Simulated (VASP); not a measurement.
LiTlSe2, 4 atoms in the cell. The structure is tetragonal, space group P-4m2 (No. 115). The conventional cell has a = 4.177 Å, b = 4.177 Å, c = 5.858 Å, α = 90.00°, β = 90.00°, γ = 90.00°. Within 3.3 Å of Li (site symmetry -4m2) lie 4 Se at 2.48 Å. Se (site symmetry 2mm) has 2 Li at 2.48 Å and 2 Tl at 2.62 Å within 3.3 Å. Tl (site symmetry -4m2) has 4 Se at 2.62 Å within 3.5 Å. 

```yaml
Program: VASP 6.6.1
Task: single point
Functional: r2SCAN
Potentials_or_basis: VASP PAW PBE potentials, release 64 (Li_sv, Se, Tl_d)
Cutoff: 830 eV
k_mesh: 6 × 6 × 4
Occupations: gaussian, width 0.01 eV
Spin: no spin polarisation
Dipole_correction: no
Further_INCAR_settings: ALGO = Normal; EDIFF = 1e-06; NBANDS = 22
```

Potentials or basis: VASP PAW PBE potentials, release 64 (Li_sv, Se, Tl_d).

Launch:

```sh
$ cat potpaw_PBE.64/Li_sv/POTCAR potpaw_PBE.64/Se/POTCAR potpaw_PBE.64/Tl_d/POTCAR > POTCAR
$ cp INCAR.step1 INCAR
$ mpirun -np 1 vasp_std > vasp.out
$ cp INCAR.step2 INCAR
$ mpirun -np 1 vasp_std > vasp.out
```

Hardware: 1 thread of Intel(R) Xeon(R) 6975P-C (Granite Rapids), with other jobs on the host.

Problem. How long does it take, and how much memory?

Solution. It took 3.7 min on 1 thread of Intel(R) Xeon(R) 6975P-C (Granite Rapids), on a shared host, peak memory 0.41 GiB. Counts: k points 30.
